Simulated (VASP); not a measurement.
W (a cell with a defect), 15 atoms in the cell. The cell holds a defect, 15 atoms: a = 6.320 Å, b = 6.320 Å, c = 6.320 Å, α = 90.00°, β = 90.00°, γ = 90.00°. 

```yaml
Program: VASP 6.6.1
Task: single point
Functional: PBE
Dispersion: D3(BJ)
Potentials_or_basis: VASP PAW PBE potentials, release 64 (W_sv)
Cutoff: 520 eV
k_mesh: 3 × 3 × 3
Occupations: gaussian, width 0.05 eV
Spin: no spin polarisation
Dipole_correction: no
Further_INCAR_settings: LREAL = Auto; ALGO = Normal; EDIFF = 1e-06; NBANDS = 118
```

Potentials or basis: VASP PAW PBE potentials, release 64 (W_sv).

Command:

```sh
$ cat potpaw_PBE.64/W_sv/POTCAR > POTCAR
$ mpirun -np 1 vasp_std > vasp.out
```

Hardware: 1 thread of AMD EPYC 7571, on a shared host.

Question: Estimate the wall time of this run.

Answer: Run time: 30 min on 1 thread of AMD EPYC 7571, with other jobs on the host, peak memory 0.44 GiB. Counts: scf iterations 17, k points 14.
